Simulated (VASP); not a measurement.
# YSi6 (R-3m) in VASP: notebook, part 2 of 2

VASP 6.6.1.

## 3. Single point, PBE

This run uses another cell than the first one, of 17.06 Å³/atom.

File INCAR:

```
SYSTEM = YSi6
ALGO = Normal ; EDIFF = 1E-7
ENCUT = 520 ; GGA = PE
ISIF = 2 ; ISMEAR = 0
LASPH = .TRUE. ; LCHARG = .TRUE.
LELF = .TRUE. ; LREAL = .FALSE.
LVHAR = .TRUE. ; LWAVE = .FALSE.
NBANDS = 26 ; NELM = 80
PREC = Accurate ; SIGMA = 0.1
```

File KPOINTS:

```
k-points
0
G
  6 6 6
  0 0 0
```

File POSCAR:

```
YSi6
1.0
    2.8604110495      1.6514590914      4.2142510987
   -2.8604110495      1.6514590914      4.2142510987
    0.0000000000     -3.3029181768      4.2142511010
Y Si
1 6
Direct
    0.5000000000      0.5000000000      0.5000000000
    0.1185210533      0.1185210533      0.5563043525
    0.5563043525      0.1185210533      0.1185210533
    0.1185210533      0.5563043525      0.1185210533
    0.4436956475      0.8814789467      0.8814789467
    0.8814789467      0.8814789467      0.4436956475
    0.8814789467      0.4436956475      0.8814789467
```

Potentials or basis: VASP PAW PBE potentials, release 64 (Y_sv, Si).

Run with:

```
$ cat potpaw_PBE.64/Y_sv/POTCAR potpaw_PBE.64/Si/POTCAR > POTCAR
$ mpirun -np 1 vasp_std > vasp.out
```

OUTCAR:

```text
SYSTEM = YSi6
   EDIFF = 1E-7
   ENCUT = 520
   GGA = PE
   ISIF = 2
   ISMEAR = 0
   LASPH = .TRUE.
   LREAL = .FALSE.
   NELM = 80
   PREC = Accurate

 ion  position               nearest neighbor table
   1  0.500  0.500  0.500-   3 3.12   4 3.12   5 3.12   7 3.12   4 3.12   3 3.12   5 3.12   7 3.12
                             2 3.12   6 3.12   6 3.12   2 3.12   5 3.31   7 3.31   3 3.31   4 3.31
   2  0.119  0.119  0.556-   3 2.50   4 2.50   6 2.51   5 2.55   7 2.55   1 3.12   1 3.12   1 3.31

   3  0.556  0.119  0.119-   2 2.50   4 2.50   5 2.51   6 2.55   7 2.55   1 3.12   1 3.12   1 3.31

   4  0.119  0.556  0.119-   2 2.50   3 2.50   7 2.51   6 2.55   5 2.55   1 3.12   1 3.12   1 3.31

   5  0.444  0.881  0.881-   6 2.50   7 2.50   3 2.51   2 2.55   4 2.55   1 3.12   1 3.12   1 3.31

   6  0.881  0.881  0.444-   5 2.50   7 2.50   2 2.51   3 2.55   4 2.55   1 3.12   1 3.12   1 3.31

   7  0.881  0.444  0.881-   6 2.50   5 2.50   4 2.51   2 2.55   3 2.55   1 3.12   1 3.12   1 3.31

  LATTYP: Found a trigonal (rhomboedric) cell.
 ALAT       =     5.3543609166
 COS(alpha) =     0.4292162429

  Lattice vectors:

 A1 = (   2.8604110495,   1.6514590914,   4.2142510987)
 A2 = (  -2.8604110495,   1.6514590914,   4.2142510987)
 A3 = (   0.0000000000,  -3.3029181768,   4.2142511010)

Analysis of symmetry for initial positions (statically):
=====================================================================
 Subroutine PRICEL returns:
 Original cell was already a primitive cell.

 Routine SETGRP: Setting up the symmetry group for a
 trigonal (rhombohedral) supercell.

 Subroutine GETGRP returns: Found 12 space group operations
 (whereof 12 operations were pure point group operations)
 out of a pool of 12 trial point group operations.

The static configuration has the point symmetry D_3d.

Analysis of symmetry for dynamics (positions and initial velocities):
=====================================================================
 Subroutine PRICEL returns:
 Original cell was already a primitive cell.
[... 142 lines left out ...]
   LORBIT       =      0    0 simple, 1 ext, 2 COOP (PROOUT), +10 PAW based schemes
   GGA     = PE    functional components
   LHFCALC =     F    Hartree Fock is set to
   AEXX    =    0.0000 exact exchange contribution
   IVDW    =     0    specifies the selected vdW correction
   LEPSILON=     F    determine dielectric tensor
   LRPA    =     F    only Hartree local field effects (RPA)
 non-spin polarized calculation
 Gauss-broadening in eV      SIGMA  =   0.10
  energy-cutoff  :      520.00
  volume of cell :      119.44
 maximum number of plane-waves:      3250
   NGX = 19   NGY = 19   NGZ = 19

 number of electron      35.0000002 magnetization

 Free energy of the ion-electron system (eV)
  ---------------------------------------------------
  ext. energy  EPLUGINS =         0.00000000
  ---------------------------------------------------
  free energy    TOTEN  =       -38.86416791 eV

  energy without entropy =      -38.85365132  energy(sigma->0) =      -38.85890962

 E-fermi :   8.1525     XC(G=0): -10.7118

 val. band max:        8.1394828516   @ k =   0.5000   0.3333   0.3333
 cond. band min:       8.2140265655   @ k =   0.1667  -0.0000   0.0000
 fundamental gap:      0.0745437139
 Fermi energy:         8.1525479197

 k-point     1 :       0.0000    0.0000    0.0000
  band No.  band energies     occupation
      1     -34.6019      2.00000
      2     -14.6767      2.00000
      3     -14.6403      2.00000
      4     -14.6403      2.00000
      5      -4.8778      2.00000
      6       0.2241      2.00000
[... 685 lines left out ...]
     25      11.2469      0.00000
     26      11.8471      0.00000

 [... further k-points ...]

------------------------ aborting loop because EDIFF is reached ----------------------------------------

  FORCE on cell =-STRESS in cart. coord.  units (eV):
  Direction    XX          YY          ZZ          XY          YZ          ZX
  --------------------------------------------------------------------------------------
  -------------------------------------------------------------------------------------
  Total        0.0275219      0.0275219      0.1077938      0.0000000      0.0000000      0.0000000
  in kB        0.3691648      0.3691648      1.4458945      0.0000000      0.0000000      0.0000000
  external PRESSURE =       0.7280747 kB  Pullay stress =       0.0000000 kB

 VOLUME and BASIS-vectors are now :
 -----------------------------------------------------------------------------
  energy-cutoff  :      520.00
  volume of cell :      119.44
      direct lattice vectors                 reciprocal lattice vectors
     2.860411050  1.651459091  4.214251099     0.174800052  0.100920857  0.079096695
    -2.860411050  1.651459091  4.214251099    -0.174800052  0.100920857  0.079096695
     0.000000000 -3.302918177  4.214251101     0.000000000 -0.201841714  0.079096695

 POSITION                                       TOTAL-FORCE (eV/Angst)
 -----------------------------------------------------------------------------------
      0.00000      0.00000      6.32138        -0.000000      0.000000      0.000000
      0.00000     -1.44596      3.34336        -0.000000     -0.013798     -0.027828
      1.25224      0.72298      3.34336         0.011949      0.006899     -0.027828
     -1.25224      0.72298      3.34336        -0.011949      0.006899     -0.027828
     -1.25224     -0.72298      9.29939        -0.011949     -0.006899      0.027828
      0.00000      1.44596      9.29939        -0.000000      0.013798      0.027828
      1.25224     -0.72298      9.29939         0.011949     -0.006899      0.027828
 -----------------------------------------------------------------------------------
    total drift:                               -0.000000      0.000000     -0.000000

  FREE ENERGIE OF THE ION-ELECTRON SYSTEM (eV)
  ---------------------------------------------------
  free  energy   TOTEN  =       -38.8641679146 eV

  energy  without entropy=      -38.8536513224  energy(sigma->0) =      -38.85890962
```

stdout:

```text
POSCAR found type information on POSCAR Y Si
 POSCAR found :  2 types and       7 ions
 scaLAPACK will be used
 LDA part: xc-table for (Slater+PW92), standard interpolation
 POSCAR, INCAR and KPOINTS ok, starting setup
 FFT: planning ... GRIDC
 FFT: planning ... GRID_SOFT
 FFT: planning ... GRID
 WAVECAR not read
 entering main loop
```

Wall time 96 s (1 thread of Intel Xeon Platinum 8259CL at 2.50GHz (Skylake/Cascade Lake), shared host); peak memory 0.3 GiB.

What came out:

```yaml
Free_energy: -38.8642 eV
Pressure: 0.1 GPa
Largest_force: 0.031 eV/Å
Band_gap_on_the_k_mesh: zero (an odd number of electrons rules out a gap without spin polarisation)
```

Forces in eV/Å, atoms in the order of the input:
```
Y    0.000  0.000  0.000
Si   0.000 -0.014 -0.028
Si   0.012  0.007 -0.028
Si  -0.012  0.007 -0.028
Si  -0.012 -0.007  0.028
Si   0.000  0.014  0.028
Si   0.012 -0.007  0.028
```

Levels at points of the mesh, in eV from the Fermi level:
```
           k point  band 15  band 16  band 17  band 18  band 19  band 20  band 21  band 22
(0.00, 0.00, 0.00)    -3.02    -2.42    -2.42    -0.11     1.55     1.99     2.68     2.68
(0.50, 0.00, 0.00)    -2.10    -1.68    -0.70     0.35     1.14     1.14     1.15     1.54
(0.50, 0.50, 0.00)    -1.92    -1.55    -1.17    -0.28    -0.14     0.48     0.99     1.32
(0.50, 0.50, 0.50)    -0.29    -0.29     0.90     1.22     1.22     1.38     3.07     3.22
```
